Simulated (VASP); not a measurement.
# Si3N4 in VASP: relaxation of cell and atoms with PBE

Aim: the relaxation of cell and atoms of Si3N4 with PBE.

Program: VASP 6.6.1. These are calculated values, not measurements. Logs are shortened: lines on timing, memory, paths and dates and some standing lists are left out, and cuts for length are marked.

### 1 The cell of the first run

The cell holds a disordered packing, 14 atoms: a = 5.172 Å, b = 4.952 Å, c = 5.929 Å, α = 89.27°, β = 89.41°, γ = 90.20°.

### 2 Relaxation of cell and atoms, PBE

INCAR reads:

```
ALGO = Normal
EDIFF = 1E-7
EDIFFG = -0.04
ENCUT = 600
GGA = PE
IBRION = 2
ISIF = 3
ISMEAR = 0
ISYM = 0
LASPH = T
LCHARG = F
LREAL = F
LWAVE = F
NELM = 60
NSW = 45
PREC = Accurate
SIGMA = 0.1
```

KPOINTS reads:

```
k-points
0
Gamma
  4 4 3
```

POSCAR reads:

```
Si3N4
1.0
    5.1717564385     -0.0085334169      0.0240407543
   -0.0094554874      4.9516463677      0.0423329151
    0.0332305373      0.0248321598      5.9287548300
Si N
6 8
Direct
    0.8623183749      0.7372121870      0.7974922156
    0.2071545524      0.2367144342      0.2897081868
    0.7035403031      0.4051312815      0.5213474424
    0.3558770841      0.7387607961      0.5416251702
    0.6962782082      0.2352375098      0.0347181696
    0.3697006562      0.7382673374      0.0391298937
    0.1891704398      0.8200856784      0.7931743176
    0.8340067921      0.3770045891      0.7957507260
    0.3652565956      0.3806648914      0.5139789153
    0.8770791893      0.3093318959      0.2816417966
    0.3898517579      0.3839437722      0.0689213406
    0.6923065784      0.7678280769      0.5495478190
    0.6751488939      0.8860592113      0.0023421973
    0.2496513687      0.8855184931      0.2880861881
```

Potentials or basis: VASP PAW PBE potentials, release 64 (Si, N).

Run with:

```console
> cat potpaw_PBE.64/Si/POTCAR potpaw_PBE.64/N/POTCAR > POTCAR
> mpirun -np 1 vasp_std > vasp.out
```

OUTCAR:

```text
EDIFF = 1E-7
   EDIFFG = -0.04
   ENCUT = 600
   GGA = PE
   IBRION = 2
   ISIF = 3
   ISMEAR = 0
   ISYM = 0
   LASPH = T
   LREAL = F
   NELM = 60
   NSW = 45
   PREC = Accurate

 ion  position               nearest neighbor table
   1  0.862  0.737  0.797-  13 1.72  12 1.73   7 1.74   8 1.79   3 2.48   6 2.91   4 2.96   5 2.96
                             5 2.98   6 3.00   4 3.04
   2  0.207  0.237  0.290-   9 1.73  10 1.75  14 1.75  11 1.76   5 2.93   4 2.97   6 2.99   6 3.01
                             4 3.02   3 3.04   3 3.06   5 3.06
   3  0.704  0.405  0.521-  10 1.74   9 1.75   8 1.77  12 1.81   4 2.45   1 2.48   5 3.02   2 3.04
                             2 3.06   5 3.15
   4  0.356  0.739  0.542-  12 1.75  14 1.76   7 1.77   9 1.78   3 2.45   6 2.95   1 2.96   2 2.97
                             6 2.98   2 3.02   1 3.04
   5  0.696  0.235  0.035-   8 1.72  13 1.75  11 1.76  10 1.79   2 2.93   1 2.96   1 2.98   6 2.98
                             6 3.01   3 3.02   2 3.06   3 3.15
   6  0.370  0.738  0.039-  13 1.75  14 1.76  11 1.76   7 1.78   1 2.91   4 2.95   4 2.98   5 2.98
                             2 2.99   1 3.00   2 3.01   5 3.01
   7  0.189  0.820  0.793-   1 1.74   4 1.77   6 1.78
   8  0.834  0.377  0.796-   5 1.72   3 1.77   1 1.79
   9  0.365  0.381  0.514-   2 1.73   3 1.75   4 1.78
  10  0.877  0.309  0.282-   3 1.74   2 1.75   5 1.79
  11  0.390  0.384  0.069-   2 1.76   5 1.76   6 1.76
  12  0.692  0.768  0.550-   1 1.73   4 1.75   3 1.81
  13  0.675  0.886  0.002-   1 1.72   5 1.75   6 1.75
  14  0.250  0.886  0.288-   2 1.75   4 1.76   6 1.76

IMPORTANT INFORMATION: All symmetrisations will be switched off!
NOSYMM: (Re-)initialisation of all symmetry stuff for point group C_1.

----------------------------------------------------------------------------------------

                                     Primitive cell

  volume of cell :     151.8179

  direct lattice vectors                    reciprocal lattice vectors
     5.171756439 -0.008533417  0.024040754     0.193363577  0.000378519 -0.001085384
    -0.009455487  4.951646368  0.042332915     0.000337177  0.201960924 -0.000847789
     0.033230537  0.024832160  5.928754830    -0.000786486 -0.001443591  0.168679936

  length of vectors
     5.171819355  4.951836350  5.928899960     0.193366994  0.201962985  0.168687946

  position of ions in fractional coordinates (direct lattice)
     0.862318375  0.737212187  0.797492216
     0.207154552  0.236714434  0.289708187
     0.703540303  0.405131281  0.521347442
     0.355877084  0.738760796  0.541625170
     0.696278208  0.235237510  0.034718170
     0.369700656  0.738267337  0.039129894
     0.189170440  0.820085678  0.793174318
     0.834006792  0.377004589  0.795750726
     0.365256596  0.380664891  0.513978915
     0.877079189  0.309331896  0.281641797
     0.389851758  0.383943772  0.068921341
     0.692306578  0.767828077  0.549547819
     0.675148894  0.886059211  0.002342197
     0.249651369  0.885518493  0.288086188

  ion indices of the primitive-cell ions
   primitive index   ion index
                 1           1
                 2           2
                 3           3
                 4           4
                 5           5
                 6           6
                 7           7
                 8           8
                 9           9
                10          10
                11          11
                12          12
                13          13
                14          14

----------------------------------------------------------------------------------------

 KPOINTS: k-points

Automatic generation of k-mesh.
 Grid dimensions read from file:
 generate k-points for:    4    4    3

 Generating k-lattice:

  Cartesian coordinates                     Fractional coordinates (reciprocal lattice)
     0.048340894  0.000094630 -0.000271346     0.250000000  0.000000000 -0.000000000
     0.000084294  0.050490231 -0.000211947     0.000000000  0.250000000  0.000000000
    -0.000262162 -0.000481197  0.056226645     0.000000000  0.000000000  0.333333333

  Length of vectors
     0.048341748  0.050490746  0.056229315

  Shift w.r.t. Gamma in fractional coordinates (k-lattice)
     0.000000000  0.000000000  0.000000000

 Subroutine IBZKPT returns following result:
 ===========================================

 Found     26 irreducible k-points:

 Following reciprocal coordinates:
            Coordinates               Weight
  0.000000  0.000000  0.000000      1.000000
  0.250000  0.000000  0.000000      2.000000
  0.500000  0.000000  0.000000      1.000000
 -0.000000  0.250000  0.000000      2.000000
  0.250000  0.250000  0.000000      2.000000
  0.500000  0.250000  0.000000      2.000000
[... 16 lines left out ...]
  0.000000 -0.250000  0.333333      2.000000
  0.250000 -0.250000  0.333333      2.000000
 [... further k-points ...]
   k-points           NKPTS =     26   k-points in BZ     NKDIM =     26   number of bands    NBANDS=     40
   number of dos      NEDOS =    301   number of ions     NIONS =     14
   total plane-waves  NPLWV =  80640
   dimension x,y,z NGX =    42 NGY =   40 NGZ =   48
   dimension x,y,z NGXF=    84 NGYF=   80 NGZF=   96
   ions per type =               6   8
   NGX,Y,Z   is equivalent  to a cutoff of  13.50, 13.43, 13.46 a.u.
   NGXF,Y,Z  is equivalent  to a cutoff of  27.00, 26.86, 26.92 a.u.
 SYSTEM =  unknown system
   PREC   = accura    normal or accurate (medium, high low for compatibility)
   ISTART =      0    job   : 0-new  1-cont  2-samecut
   ICHARG =      2    charge: 1-file 2-atom 10-const
   ISPIN  =      1    spin polarized calculation?
   LNONCOLLINEAR =      F non collinear calculations
   LSORBIT =      F    spin-orbit coupling
   LASPH  =      T    aspherical Exc in radial PAW
   ENCUT  =  600.0 eV  44.10 Ry    6.64 a.u.  10.33  9.89 11.84*2*pi/ulx,y,z
   NELM   =     60;   NELMIN=  2; NELMDL= -5     # of ELM steps
   EDIFF  = 0.1E-06   stopping-criterion for ELM
   LREAL  =      F    real-space projection
   EDIFFG = -.4E-01   stopping-criterion for IOM
   NSW    =     45    number of steps for IOM
   IBRION =      2    ionic relax: 0-MD 1-quasi-New 2-CG
   NFREE  =      1    steps in history (QN), initial steepest desc. (CG)
   ISIF   =      3    stress and relaxation
   ISYM   =      0    0-nonsym 1-usesym 2-fastsym
   POTIM  = 0.5000    time-step for ionic-motion
   TEBEG  =    0.0;   TEEND  =   0.0 temperature during run
   PSTRESS=    0.0 pullay stress
   NELECT =      64.0000    total number of electrons
   NUPDOWN=      -1.0000    fix difference up-down
   EMIN   =  10.00;   EMAX   =-10.00  energy-range for DOS
   EFERMI =   0.00;   METHOD = LEGACY
   ISMEAR =     0;   SIGMA  =   0.10  broadening in eV -4-tet -1-fermi 0-gaus
   EFERMI_NEDOS =   21; number of points for ismear=-14 and -15
   IALGO  =     38    algorithm
   IMIX   =      4    mixing-type and parameters
     AMIX     =   0.40;   BMIX     =  1.00
     AMIX_MAG =   1.60;   BMIX_MAG =  1.00
  volume/ion in A,a.u.               =      10.84        73.18
  Fermi-wavevector in a.u.,A,eV,Ry     =   1.227516  2.319669 20.501201  1.506796
  Thomas-Fermi vector in A             =   2.362476
   LORBIT       =      0    0 simple, 1 ext, 2 COOP (PROOUT), +10 PAW based schemes
   GGA     = PE    functional components
   LHFCALC =     F    Hartree Fock is set to
   AEXX    =    0.0000 exact exchange contribution
   IVDW    =     0    specifies the selected vdW correction
   LEPSILON=     F    determine dielectric tensor
   LRPA    =     F    only Hartree local field effects (RPA)
 conjugate gradient relaxation of ions
 non-spin polarized calculation
 Gauss-broadening in eV      SIGMA  =   0.10
  energy-cutoff  :      600.00
  volume of cell :      151.82
 maximum number of plane-waves:      5090
 NGX is ok and might be reduce to    42
   NGX = 21   NGY = 19   NGZ = 23

--------------------------------------- Ionic step        1  -------------------------------------------

 number of electron      63.9999999 magnetization

 Free energy of the ion-electron system (eV)
  ---------------------------------------------------
  ext. energy  EPLUGINS =         0.00000000
  ---------------------------------------------------
  free energy    TOTEN  =      -111.75827923 eV

  energy without entropy =     -111.75827923  energy(sigma->0) =     -111.75827923

------------------------ aborting loop because EDIFF is reached ----------------------------------------

  FORCE on cell =-STRESS in cart. coord.  units (eV):
  Direction    XX          YY          ZZ          XY          YZ          ZX
  --------------------------------------------------------------------------------------
  -------------------------------------------------------------------------------------
  Total       -0.3781696     -0.3911814     -0.2063359      0.0213125     -0.0317420      0.0061796
  in kB       -3.9909314     -4.1282491     -2.1775215      0.2249172     -0.3349825      0.0652154
  external PRESSURE =      -3.4322340 kB  Pullay stress =       0.0000000 kB
[... 81 lines left out ...]
  energy  without entropy=     -111.7581193882  energy(sigma->0) =     -111.75811939

--------------------------------------- Ionic step        3  -------------------------------------------

 number of electron      63.9999999 magnetization

 Free energy of the ion-electron system (eV)
  ---------------------------------------------------
  ext. energy  EPLUGINS =         0.00000000
  ---------------------------------------------------
  free energy    TOTEN  =      -111.75869260 eV

  energy without entropy =     -111.75869260  energy(sigma->0) =     -111.75869260

 E-fermi :   6.5419     XC(G=0): -10.6423

 val. band max:        6.0687236675   @ k =   0.5000   0.0000   0.0000
 cond. band min:       9.7435010983   @ k =   0.0000   0.0000   0.0000
 fundamental gap:      3.6747774308
 Fermi energy:         6.5419231623

 k-point     1 :       0.0000    0.0000    0.0000
  band No.  band energies     occupation
      1     -11.9837      2.00000
      2      -9.9522      2.00000
      3      -9.7864      2.00000
      4      -9.4856      2.00000
      5      -8.5798      2.00000
      6      -8.4969      2.00000
[... 1021 lines left out ...]
     39      12.8818      0.00000
     40      13.1720      0.00000

 [... further k-points ...]

------------------------ aborting loop because EDIFF is reached ----------------------------------------

  FORCE on cell =-STRESS in cart. coord.  units (eV):
  Direction    XX          YY          ZZ          XY          YZ          ZX
  --------------------------------------------------------------------------------------
  -------------------------------------------------------------------------------------
  Total        0.0545975      0.0048561      0.0093117      0.0001519     -0.0073163      0.0286645
  in kB        0.5770776      0.0513272      0.0984217      0.0016052     -0.0773304      0.3029738
  external PRESSURE =       0.2422755 kB  Pullay stress =       0.0000000 kB
[... 29 lines left out ...]
  FREE ENERGIE OF THE ION-ELECTRON SYSTEM (eV)
  ---------------------------------------------------
  free  energy   TOTEN  =      -111.7586925993 eV

  energy  without entropy=     -111.7586925993  energy(sigma->0) =     -111.75869260

 reached required accuracy - stopping structural energy minimisation
```

It took 4.5 min on 1 thread of Intel Xeon 6975P-C (Granite Rapids), shared host; peak memory 0.34 GiB.

Results:

| Property | Result |
| --- | --- |
| Free energy | -111.7587 eV |
| Relaxed volume | 10.83 Å³/atom |
| Relaxed cell | a = 5.169 Å, b = 4.949 Å, c = 5.927 Å, α = 89.28°, β = 89.41°, γ = 90.20° |
| Space group after relaxing (to 0.1 Å) | P1 (No. 1) |
| Energy gained by relaxing | 0.0 meV/atom |
| Ionic steps | 3 |
| Pressure after relaxing | 0.0 GPa |
| Largest force after relaxing | 0.034 eV/Å |
| Band gap on the k mesh | 3.67 eV (least direct gap 3.71 eV) |

Forces in eV/Å, atoms in the order of the input:
```
Si  -0.008  0.011 -0.012
Si   0.006  0.006  0.008
Si   0.006 -0.014 -0.004
Si  -0.006  0.019  0.003
Si   0.013  0.009 -0.002
Si  -0.007  0.003 -0.001
N    0.001 -0.012  0.005
N   -0.012 -0.006  0.003
N   -0.010 -0.011 -0.001
N   -0.011 -0.029  0.010
N   -0.006  0.000 -0.005
N    0.015  0.028 -0.012
N    0.008 -0.002  0.006
N    0.011 -0.002  0.002
```

Step by step:
| step | energy change (eV) | largest force (eV/Å) | pressure (GPa) | volume (Å³) |
| --- | --- | --- | --- | --- |
| 1 | 0.0000 | 0.0560 | -0.34 | 151.82 |
| 2 | 0.0002 | 0.0915 | 0.46 | 151.31 |
| 3 | -0.0004 | 0.0340 | 0.02 | 151.58 |

Final structure:
```
CELL_PARAMETERS angstrom
5.16865 -0.00835 0.02408
-0.00928 4.94857 0.04207
0.03327 0.02452 5.92681
ATOMIC_POSITIONS crystal
Si 0.86234 0.73722 0.79750
Si 0.20707 0.23663 0.28972
Si 0.70356 0.40512 0.52140
Si 0.35593 0.73884 0.54167
Si 0.69627 0.23524 0.03478
Si 0.36971 0.73824 0.03908
N 0.18912 0.81992 0.79318
N 0.83389 0.37715 0.79561
N 0.36536 0.38074 0.51401
N 0.87708 0.30914 0.28169
N 0.38993 0.38402 0.06886
N 0.69221 0.76780 0.54948
N 0.67515 0.88609 0.00236
N 0.24973 0.88563 0.28814
```

Levels at points of the mesh, in eV from the valence-band top:
```csv
k point,band 28,band 29,band 30,band 31,band 32,band 33,band 34,band 35,band 36,band 37
"(0.00, 0.00, 0.00)",-1.47,-1.32,-1.02,-0.57,-0.03,3.67,5.00,5.26,5.52,5.73
"(0.50, 0.00, 0.00)",-1.34,-1.11,-0.86,-0.39,0.00,4.12,4.49,5.03,5.56,5.75
"(0.00, 0.50, 0.00)",-1.55,-1.20,-0.80,-0.41,-0.24,3.94,4.81,5.31,5.72,5.76
"(0.50, 0.50, 0.00)",-1.36,-1.29,-0.99,-0.57,-0.25,3.86,4.62,4.98,5.05,5.57
```

Caveat: the atoms stand as in a frame of molecular dynamics.
